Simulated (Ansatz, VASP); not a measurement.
InSbH5 in VASP and in Ansatz

```
CELL_PARAMETERS angstrom
15.00000 0.00000 0.00000
0.00000 13.60000 0.00000
0.00000 0.00000 13.90000
ATOMIC_POSITIONS crystal
In 0.44182 0.46637 0.36167
In 0.63177 0.51354 0.64103
Sb 0.57671 0.38171 0.47792
Sb 0.38331 0.62002 0.51157
H 0.48045 0.54965 0.27722
H 0.33951 0.40738 0.36023
H 0.53013 0.27026 0.50523
H 0.64838 0.33575 0.39350
H 0.52060 0.55799 0.64271
H 0.70627 0.58813 0.57879
H 0.66322 0.43329 0.73157
H 0.44064 0.72246 0.54548
H 0.33840 0.59288 0.62091
H 0.29186 0.68382 0.47024
```

Alike in both runs: functional PBE; k mesh 1 × 1 × 1; occupations gaussian, width 0.05 eV; no spin polarisation.

Ansatz relaxed the structure, and its values are those at the end. VASP's run is a single point on that final structure, the one shown.

|  | VASP | Ansatz |
| --- | --- | --- |
| version | VASP 6.6.1 | Ansatz 0.2.0 |
| potentials or method | VASP PAW PBE potentials, release 64 (In_d, Sb, H), cutoff 520 eV | scalar-relativistic, plane waves, PAW |
| valence electrons in the cell | 46 | 66 |

|  | VASP | Ansatz | Ansatz less VASP |
| --- | --- | --- | --- |
| gap on the k mesh at the Fermi level (eV) | 3.85 | 3.86 | +0.005 |
| rms of the force components (eV/Å) | 0.053 | 0.010 | -0.0435 |

The functional is the same, so the differences come from potentials, cutoffs and numerics. VASP's potentials hold 46 valence electrons a cell and Ansatz's 66, so a difference there can come from the potentials and not from the codes. Ansatz's warnings: xc potential rough in thin density.

Spin-orbit coupling is off throughout.
